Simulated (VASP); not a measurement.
Set up this calculation in VASP 6.6.1, as the native input.

```
Task                   : single point
Functional             : PBE
Potentials or basis    : VASP PAW PBE potentials, release 64 (Hf_pv, Pd, Se, Br, O)
Cutoff                 : 520 eV
k mesh                 : 3 × 3 × 2
Occupations            : fermi-dirac, width 0.05 eV
Spin                   : no spin polarisation
Dipole correction      : no
Further INCAR settings : ALGO = Normal; EDIFF = 1e-06; NBANDS = 53
```

The structure of Hf2Pd2Se2Br2O3 lies in POSCAR:

```
Hf2Pd2Se2Br2O3
1.0
    5.3048409653     -0.1377615492     -0.0377069534
    1.4884293746      5.5415907532      0.0413608788
    1.2477618271      2.0544564671      8.3716241771
Hf Pd Se Br O
2 2 2 2 3
Direct
    0.2308618258      0.6638103435      0.0188454107
    0.7691381742      0.3361896565      0.9811545893
    0.0000000000      0.5000000000      0.5000000000
    0.0000000000      0.0000000000      0.5000000000
    0.0249660472      0.3429164788      0.2570850908
    0.9750339528      0.6570835212      0.7429149092
    0.5000000000      0.5000000000      0.5000000000
    0.5000000000      0.0000000000      0.5000000000
    0.4230683552      0.3489939242      0.9396256925
    0.5769316448      0.6510060758      0.0603743075
    0.0000000000      0.0000000000      0.0000000000
```

The input as run:

INCAR

```
SYSTEM = Hf2Pd2Se2Br2O3
PREC = Accurate
ENCUT = 520
EDIFF = 1E-6
ISMEAR = -1
SIGMA = 0.05
LREAL = .False.
LASPH = .True.
NELM = 80
ALGO = Normal
ISIF = 2
LWAVE = .False.
LCHARG = .False.
GGA = PE
NBANDS = 53
```

KPOINTS

```
Automatic mesh
0
Gamma
  3 3 2
  0 0 0
```

Potentials or basis: VASP PAW PBE potentials, release 64 (Hf_pv, Pd, Se, Br, O).

Command:

```sh
$ cat potpaw_PBE.64/Hf_pv/POTCAR potpaw_PBE.64/Pd/POTCAR potpaw_PBE.64/Se/POTCAR potpaw_PBE.64/Br/POTCAR potpaw_PBE.64/O/POTCAR > POTCAR
$ mpirun -np 1 vasp_std > vasp.out
```

Results of the run:

The pressure is -0.4 GPa. The largest force is 0.145 eV/Å and the band gap on the k mesh is zero (band 42 reaches 2.86 eV, above the bottom of band 43 at 1.76 eV).

Caveat: the k points lie up to 0.41 Å⁻¹ apart; spin-orbit coupling is left out, which moves the levels of the heavy elements.

Run time: 3.5 min on 1 thread of Intel(R) Xeon(R) Platinum 8375C CPU @ 2.90GHz (Ice Lake) (shared host), peak memory 0.44 GiB.
